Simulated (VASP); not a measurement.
# Te (Fd-3m) in VASP: notebook

The runs below take Te through single point, with revPBE.

Everything below comes from runs of VASP 6.6.1. Logs are shortened: lines on timing, memory, paths and dates and some standing lists are left out, and cuts for length are marked.

### 1 The cell of the first run

Symmetry: Fd-3m, No. 227, cubic system. Conventional cell: a = 7.254 Å, b = 7.254 Å, c = 7.254 Å, α = 90.00°, β = 90.00°, γ = 90.00°. Te (site symmetry -43m) has 4 Te at 3.14 Å within 4.1 Å.

This isn't the form of Te at room conditions, which is trigonal, of chains.

### 2 Single point, revPBE

File INCAR:

```
  PREC = Accurate
  ENCUT = 520
  EDIFF = 1E-6
  ISMEAR = -1
  SIGMA = 0.1
  LREAL = False
  LASPH = True
  NELM = 80
  ALGO = Normal
  ISIF = 2
  LWAVE = False
  LCHARG = False
  GGA = RE
  NBANDS = 13
```

File KPOINTS:

```
Automatic mesh
0
Gamma
  8 8 8
```

File POSCAR:

```
Te
1.0
    0.0000000000      3.6271059748      3.6271059748
    3.6271059748      0.0000000000      3.6271059748
    3.6271059748      3.6271059748      0.0000000000
Te
2
Direct
    0.1250000000      0.1250000000      0.1250000000
    0.8750000000      0.8750000000      0.8750000000
```

Potentials or basis: VASP PAW PBE potentials, release 64 (Te).

Started as:

```bash
$ cat potpaw_PBE.64/Te/POTCAR > POTCAR
$ mpirun -np 1 vasp_std > vasp.out
```

OUTCAR:

```text
PREC = Accurate
   ENCUT = 520
   EDIFF = 1E-6
   ISMEAR = -1
   LREAL = False
   LASPH = True
   NELM = 80
   ISIF = 2
   GGA = RE

 ion  position               nearest neighbor table
   1  0.125  0.125  0.125-   2 3.14   2 3.14   2 3.14   2 3.14
   2  0.875  0.875  0.875-   1 3.14   1 3.14   1 3.14   1 3.14

  LATTYP: Found a face centered cubic cell.
 ALAT       =     7.2542119496

  Lattice vectors:

 A1 = (   0.0000000000,   3.6271059748,   3.6271059748)
 A2 = (   3.6271059748,   0.0000000000,   3.6271059748)
 A3 = (   3.6271059748,   3.6271059748,   0.0000000000)

Analysis of symmetry for initial positions (statically):
=====================================================================
 Subroutine PRICEL returns:
 Original cell was already a primitive cell.

 Routine SETGRP: Setting up the symmetry group for a
 face centered cubic supercell.

 Subroutine GETGRP returns: Found 48 space group operations
 (whereof 12 operations were pure point group operations)
 out of a pool of 48 trial point group operations.

The static configuration has the point symmetry D_3d.
 The point group associated with its full space group is O_h .

Analysis of symmetry for dynamics (positions and initial velocities):
=====================================================================
 Subroutine PRICEL returns:
 Original cell was already a primitive cell.

 Routine SETGRP: Setting up the symmetry group for a
 face centered cubic supercell.

 Subroutine GETGRP returns: Found 48 space group operations
 (whereof 12 operations were pure point group operations)
 out of a pool of 48 trial point group operations.

The dynamic configuration has the point symmetry D_3d.
 The point group associated with its full space group is O_h .

 Subroutine INISYM returns: Found 48 space group operations
 (whereof 12 operations are pure point group operations),
 and found     1 'primitive' translations

----------------------------------------------------------------------------------------

                                     Primitive cell

  volume of cell :      95.4357

  direct lattice vectors                    reciprocal lattice vectors
     0.000000000  3.627105975  3.627105975    -0.137850949  0.137850949  0.137850949
     3.627105975  0.000000000  3.627105975     0.137850949 -0.137850949  0.137850949
     3.627105975  3.627105975  0.000000000     0.137850949  0.137850949 -0.137850949

  length of vectors
     5.129502462  5.129502462  5.129502462     0.238764847  0.238764847  0.238764847

  position of ions in fractional coordinates (direct lattice)
     0.125000000  0.125000000  0.125000000
     0.875000000  0.875000000  0.875000000

  ion indices of the primitive-cell ions
   primitive index   ion index
                 1           1
                 2           2

----------------------------------------------------------------------------------------

 KPOINTS: Automatic mesh

Automatic generation of k-mesh.
 Grid dimensions read from file:
 generate k-points for:    8    8    8

 Generating k-lattice:

  Cartesian coordinates                     Fractional coordinates (reciprocal lattice)
    -0.017231369  0.017231369  0.017231369     0.125000000  0.000000000  0.000000000
     0.017231369 -0.017231369  0.017231369     0.000000000  0.125000000  0.000000000
     0.017231369  0.017231369 -0.017231369     0.000000000  0.000000000  0.125000000

  Length of vectors
     0.029845606  0.029845606  0.029845606

  Shift w.r.t. Gamma in fractional coordinates (k-lattice)
     0.000000000  0.000000000  0.000000000

 Subroutine IBZKPT returns following result:
 ===========================================

 Found     29 irreducible k-points:

 Following reciprocal coordinates:
            Coordinates               Weight
  0.000000  0.000000  0.000000      1.000000
  0.125000  0.000000  0.000000      8.000000
  0.250000  0.000000  0.000000      8.000000
  0.375000  0.000000  0.000000      8.000000
  0.500000  0.000000  0.000000      4.000000
  0.125000  0.125000  0.000000      6.000000
[... 16 lines left out ...]
  0.500000  0.250000  0.125000     48.000000
 -0.375000  0.250000  0.125000     24.000000
 [... further k-points ...]
   k-points           NKPTS =     29   k-points in BZ     NKDIM =     29   number of bands    NBANDS=     13
   number of dos      NEDOS =    301   number of ions     NIONS =      2
   total plane-waves  NPLWV =  64000
   dimension x,y,z NGX =    40 NGY =   40 NGZ =   40
   dimension x,y,z NGXF=    80 NGYF=   80 NGZF=   80
   ions per type =               2
   NGX,Y,Z   is equivalent  to a cutoff of  12.96, 12.96, 12.96 a.u.
   NGXF,Y,Z  is equivalent  to a cutoff of  25.93, 25.93, 25.93 a.u.
 SYSTEM =  unknown system
   PREC   = accura    normal or accurate (medium, high low for compatibility)
   ISTART =      0    job   : 0-new  1-cont  2-samecut
   ICHARG =      2    charge: 1-file 2-atom 10-const
   ISPIN  =      1    spin polarized calculation?
   LNONCOLLINEAR =      F non collinear calculations
   LSORBIT =      F    spin-orbit coupling
   LASPH  =      T    aspherical Exc in radial PAW
   ENCUT  =  520.0 eV  38.22 Ry    6.18 a.u.   9.54  9.54  9.54*2*pi/ulx,y,z
   NELM   =     80;   NELMIN=  2; NELMDL= -5     # of ELM steps
   EDIFF  = 0.1E-05   stopping-criterion for ELM
   LREAL  =      F    real-space projection
   EDIFFG = 0.1E-04   stopping-criterion for IOM
   NSW    =      0    number of steps for IOM
   IBRION =     -1    ionic relax: 0-MD 1-quasi-New 2-CG
   NFREE  =      0    steps in history (QN), initial steepest desc. (CG)
   ISIF   =      2    stress and relaxation
   ISYM   =      2    0-nonsym 1-usesym 2-fastsym
   POTIM  = 0.5000    time-step for ionic-motion
   TEBEG  =    0.0;   TEEND  =   0.0 temperature during run
   PSTRESS=    0.0 pullay stress
   NELECT =      12.0000    total number of electrons
   NUPDOWN=      -1.0000    fix difference up-down
   EMIN   =  10.00;   EMAX   =-10.00  energy-range for DOS
   EFERMI =   0.00;   METHOD = LEGACY
   ISMEAR =    -1;   SIGMA  =   0.10  broadening in eV -4-tet -1-fermi 0-gaus
   EFERMI_NEDOS =   21; number of points for ismear=-14 and -15
   IALGO  =     38    algorithm
   IMIX   =      4    mixing-type and parameters
     AMIX     =   0.40;   BMIX     =  1.00
     AMIX_MAG =   1.60;   BMIX_MAG =  1.00
  volume/ion in A,a.u.               =      47.72       322.02
  Fermi-wavevector in a.u.,A,eV,Ry     =   0.820160  1.549877  9.152117  0.672662
  Thomas-Fermi vector in A             =   1.931092
   LORBIT       =      0    0 simple, 1 ext, 2 COOP (PROOUT), +10 PAW based schemes
   GGA     = RE    functional components
   LHFCALC =     F    Hartree Fock is set to
   AEXX    =    0.0000 exact exchange contribution
   IVDW    =     0    specifies the selected vdW correction
   LEPSILON=     F    determine dielectric tensor
   LRPA    =     F    only Hartree local field effects (RPA)
 non-spin polarized calculation
  energy-cutoff  :      520.00
  volume of cell :       95.44
 maximum number of plane-waves:      2637
 NGX is ok and might be reduce to    40
   NGX = 19   NGY = 19   NGZ = 19

 number of electron      12.0000001 magnetization

 Free energy of the ion-electron system (eV)
  ---------------------------------------------------
  ext. energy  EPLUGINS =         0.00000000
  ---------------------------------------------------
  free energy    TOTEN  =        -4.94453233 eV

  energy without entropy =       -4.87632359  energy(sigma->0) =       -4.91042796

 E-fermi :   3.0744     XC(G=0):  -7.2437

 val. band max:        3.0441116792   @ k =  -0.2500   0.1250   0.0000
 cond. band min:       3.0826242356   @ k =  -0.2500   0.2500   0.0000
 fundamental gap:      0.0385125563
 Fermi energy:         3.0744482301

 k-point     1 :       0.0000    0.0000    0.0000
  band No.  band energies     occupation
      1      -9.6599      2.00000
      2      -5.6812      2.00000
      3       0.1874      2.00000
      4       0.1874      2.00000
      5       0.1874      2.00000
      6       2.4394      1.99652
      7       2.4394      1.99652
      8       2.4394      1.99652
      9       7.0506      0.00000
     10       9.0758      0.00000
     11       9.0758      0.00000
     12      10.6585      0.00000
     13      10.6585      0.00000

 k-point     2 :       0.1250    0.0000    0.0000
  band No.  band energies     occupation
      1      -9.5810      2.00000
      2      -5.8749      2.00000
      3       0.0806      2.00000
      4       0.0806      2.00000
      5       0.1465      2.00000
      6       2.6036      1.98213
      7       2.6036      1.98213
      8       2.6240      1.97812
      9       7.4175      0.00000
     10       8.8264      0.00000
     11       8.8264      0.00000
     12      10.4187      0.00000
     13      11.2810      0.00000

 k-point     3 :       0.2500    0.0000    0.0000
  band No.  band energies     occupation
      1      -9.3606      2.00000
      2      -6.3495      2.00000
      3      -0.1324      2.00000
      4      -0.1324      2.00000
      5       0.0004      2.00000
      6       2.9453      1.56882
      7       2.9453      1.56882
      8       3.2153      0.39282
      9       8.1406      0.00000
     10       8.6746      0.00000
     11       8.6746      0.00000
     12      10.2560      0.00000
     13      12.3815      0.00000

 k-point     4 :       0.3750    0.0000    0.0000
  band No.  band energies     occupation
      1      -9.0690      2.00000
      2      -6.8695      2.00000
      3      -0.3054      2.00000
      4      -0.3054      2.00000
      5      -0.1672      2.00000
      6       3.2274      0.35624
      7       3.2274      0.35624
      8       4.0234      0.00015
      9       8.5003      0.00000
     10       8.9850      0.00000
     11       8.9850      0.00000
     12       9.7932      0.00000
     13      11.5233      0.00000

 k-point     5 :       0.5000    0.0000    0.0000
  band No.  band energies     occupation
      1      -8.9066      2.00000
      2      -7.1203      2.00000
      3      -0.3691      2.00000
      4      -0.3691      2.00000
      5      -0.2370      2.00000
      6       3.3286      0.14600
      7       3.3286      0.14600
      8       4.4603      0.00000
      9       8.8455      0.00000
     10       8.8856      0.00000
     11       9.4628      0.00000
     12       9.4628      0.00000
     13      10.6277      0.00000
[... 257 lines left out ...]
 k-point    22 :       0.3750    0.2500    0.1250
  band No.  band energies     occupation
      1      -9.1583      2.00000
      2      -6.7108      2.00000
      3      -0.7399      2.00000
      4      -0.4025      2.00000
      5       0.8034      2.00000
      6       2.3710      1.99824
      7       3.5564      0.01601
      8       3.7911      0.00154
      9       7.8714      0.00000
     10       8.7113      0.00000
     11       9.4168      0.00000
     12      11.2978      0.00000
     13      11.3418      0.00000

 k-point    23 :       0.5000    0.2500    0.1250
  band No.  band energies     occupation
      1      -8.8592      2.00000
      2      -7.1731      2.00000
      3      -1.0266      2.00000
      4      -0.5601      2.00000
      5       0.9354      2.00000
      6       2.7088      1.94966
      7       3.8119      0.00125
      8       4.1615      0.00004
      9       8.1589      0.00000
     10       8.4733      0.00000
     11       9.6620      0.00000
     12      10.6489      0.00000
     13      11.6324      0.00000

 k-point    24 :      -0.3750    0.2500    0.1250
  band No.  band energies     occupation
      1      -8.6799      2.00000
      2      -7.4166      2.00000
      3      -1.1273      2.00000
      4      -0.6305      2.00000
      5       0.9603      2.00000
      6       2.9398      1.58701
      7       3.8527      0.00083
      8       4.3527      0.00001
      9       7.9751      0.00000
     10       8.7054      0.00000
     11       9.5689      0.00000
     12      10.4049      0.00000
     13      11.5319      0.00000

 [... further k-points ...]
[... 5 lines left out ...]
  --------------------------------------------------------------------------------------
  -------------------------------------------------------------------------------------
  Total       -0.0185065     -0.0185065     -0.0185065      0.0000000      0.0000000      0.0000000
  in kB       -0.3106874     -0.3106874     -0.3106874      0.0000000      0.0000000      0.0000000
  external PRESSURE =      -0.3106874 kB  Pullay stress =       0.0000000 kB

 VOLUME and BASIS-vectors are now :
 -----------------------------------------------------------------------------
  energy-cutoff  :      520.00
  volume of cell :       95.44
      direct lattice vectors                 reciprocal lattice vectors
     0.000000000  3.627105975  3.627105975    -0.137850949  0.137850949  0.137850949
     3.627105975  0.000000000  3.627105975     0.137850949 -0.137850949  0.137850949
     3.627105975  3.627105975  0.000000000     0.137850949  0.137850949 -0.137850949

 POSITION                                       TOTAL-FORCE (eV/Angst)
 -----------------------------------------------------------------------------------
      0.90678      0.90678      0.90678        -0.000000      0.000000     -0.000000
      6.34744      6.34744      6.34744         0.000000     -0.000000      0.000000
 -----------------------------------------------------------------------------------
    total drift:                                0.000000      0.000000     -0.000000

  FREE ENERGIE OF THE ION-ELECTRON SYSTEM (eV)
  ---------------------------------------------------
  free  energy   TOTEN  =        -4.9445323344 eV

  energy  without entropy=       -4.8763235929  energy(sigma->0) =       -4.91042796
```

It took 38 s on 1 thread of Intel Xeon 8259CL, shared host; peak memory 0.24 GiB.

What came out:

```
Free energy            : -4.9445 eV
Pressure               : 0.0 GPa
Band gap on the k mesh : zero (bands 6 and 7 overlap by 0.89 eV)
```

Caveat: the PAW data sets were made with another functional, which shifts forces and pressure a little; spin-orbit coupling is left out, which moves the levels of the heavy elements.

### 3 Single point, revPBE (41.99 Å³/atom)

This run uses another cell than the first one, of 41.99 Å³/atom.

File INCAR:

```
SYSTEM = Te
PREC     = Accurate       ! precision mode
ENCUT    = 520            ! plane-wave cutoff, eV
EDIFF    = 1E-6           ! SCF threshold, eV
ISMEAR   = -1             ! smearing method
SIGMA    = 0.1            ! smearing width, eV
LREAL    = .FALSE.        ! projectors in reciprocal space
LASPH    = .TRUE.         ! aspherical terms in the spheres
NELM     = 100            ! most SCF steps
ALGO     = Normal         ! electronic algorithm
ISIF     = 2              ! what is computed and relaxed
LWAVE    = .FALSE.        ! write WAVECAR
LCHARG   = .TRUE.         ! write CHGCAR
GGA      = RE             ! functional
LELF     = .TRUE.         ! ELF
LVHAR    = .TRUE.       
NBANDS   = 13             ! bands
```

File KPOINTS:

```
regular mesh
0
G
  9 9 9
  0 0 0
```

File POSCAR:

```
Te
1.0
    0.0000000000      3.4757975182      3.4757975182
    3.4757975182      0.0000000000      3.4757975182
    3.4757975182      3.4757975182      0.0000000000
Te
2
Direct
    0.1250000000      0.1250000000      0.1250000000
    0.8750000000      0.8750000000      0.8750000000
```

Potentials or basis: VASP PAW PBE potentials, release 64 (Te).

Started as:

```bash
$ cat potpaw_PBE.64/Te/POTCAR > POTCAR
$ mpirun -np 1 vasp_std > vasp.out
```

Run time: 63 s. Hardware: 1 thread of Intel Xeon 8259CL, shared host; peak memory 0.23 GiB.

It converged, with:

```yaml
Free_energy: -4.8156 eV
Pressure: 4.1 GPa
Band_gap_on_the_k_mesh: zero (bands 6 and 7 overlap by 1.00 eV)
```

Levels at points of the mesh, in eV from the Fermi level:
```csv
k point,band 4,band 5,band 6,band 7,band 8,band 9
"(0.00, 0.00, 0.00)",-3.28,-3.28,-0.81,-0.81,-0.81,3.81
```

Caveat: the cell stands under pressure; the PAW data sets were made with another functional, which shifts forces and pressure a little; spin-orbit coupling is left out, which moves the levels of the heavy elements.

(Part 1 of 3 ends here.)
